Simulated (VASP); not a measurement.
PbIF: single point with PBE

The system is PbIF.

```
CELL_PARAMETERS angstrom
5.86732 -0.11908 -0.27618
0.34587 5.92688 0.48973
0.26880 -0.35263 5.02849
ATOMIC_POSITIONS crystal
Pb 0.69314 0.97410 0.39039
Pb 0.00708 0.48214 0.31341
I 0.43807 0.33014 0.88857
I 0.22895 0.81479 0.74980
F 0.16591 0.01064 0.30992
F 0.93480 0.18053 0.96962
```

```yaml
Program: VASP 6.6.1
Task: single point
Functional: PBE
Potentials_or_basis: VASP PAW PBE potentials, release 64 (Pb_d, I, F)
Cutoff: 520 eV
k_mesh: 3 × 3 × 3
Occupations: fermi-dirac, width 0.05 eV
Spin: no spin polarisation
```

The pressure is -0.8 GPa, the largest force is 1.281 eV/Å and the band gap on the k mesh is 0.06 eV (least direct gap 0.14 eV).

Forces in eV/Å, atoms in the order of the input:
```
Pb   0.293  0.763 -0.441
Pb   0.386 -0.816 -0.908
I    0.772 -0.181  0.255
I   -0.490 -0.597  0.263
F   -0.055  0.219  0.608
F   -0.906  0.612  0.223
```

Stress tensor (GPa, compression positive):
```
-1.80 -1.89  1.79
-1.89  1.64 -1.63
 1.79 -1.63 -2.34
```

Levels at points of the mesh, in eV from the valence-band top:
| k point | band 24 | band 25 | band 26 | band 27 | band 28 | band 29 | band 30 | band 31 | band 32 | band 33 |
| --- | --- | --- | --- | --- | --- | --- | --- | --- | --- | --- |
| (0.00, 0.00, 0.00) | -2.41 | -1.82 | -1.30 | -1.01 | -0.08 | 0.31 | 1.52 | 1.96 | 2.57 | 3.17 |

Wall time 61 s on 1 thread of Intel(R) Xeon(R) 6975P-C (Granite Rapids), with other jobs on the host, peak memory 0.33 GiB.

Caveat: spin-orbit coupling is left out, which moves the levels of the heavy elements.
